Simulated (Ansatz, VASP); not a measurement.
# NaHF2: VASP beside Ansatz

```
Na H F
1.0
     1.72845    0.99792    4.63887
    -1.72845    0.99792    4.63887
     0.00000   -1.99584    4.63887
Na H F
1 1 2
Direct
  0.00000 0.00000 0.00000
  0.50000 0.50000 0.50000
  0.41000 0.41000 0.41000
  0.59000 0.59000 0.59000
```

Alike in both runs: task electric field gradients; functional LDA; k mesh 10 × 10 × 10; occupations fermi-dirac, width 0.02 eV; no spin polarisation.

```csv
,VASP,Ansatz
version,VASP 6.6.1,Ansatz 0.2.0
potentials or method,"VASP PAW LDA potentials, release 64 (Na_pv, H, F), cutoff 520 eV","all-electron PAW with datasets made for the crystal, scalar-relativistic"
```

|  | VASP | Ansatz | Ansatz less VASP |
| --- | --- | --- | --- |
| gap on the k mesh at the Fermi level (eV) | 6.32 | 6.35 | +0.024 |
| pressure (GPa) | -7.0 | -7.0 | +0.05 |
| traceless stress, the component that is largest in VASP (GPa) | -10.84 | -11.21 | -0.373 |
| rms of the force components (eV/Å) | 0.867 | 0.887 | +0.0198 |
| size of Vzz on the site where it differs most (V/Å²) | 118.3 | 115.5 | -2.81 |

LDA's correlation is that of Perdew and Zunger in VASP and of Perdew and Wang (1992) in Ansatz. Atom by atom the forces differ by 0.020 eV/Å (rms over components). Ansatz ran all-electron here, and VASP with PAW potentials.
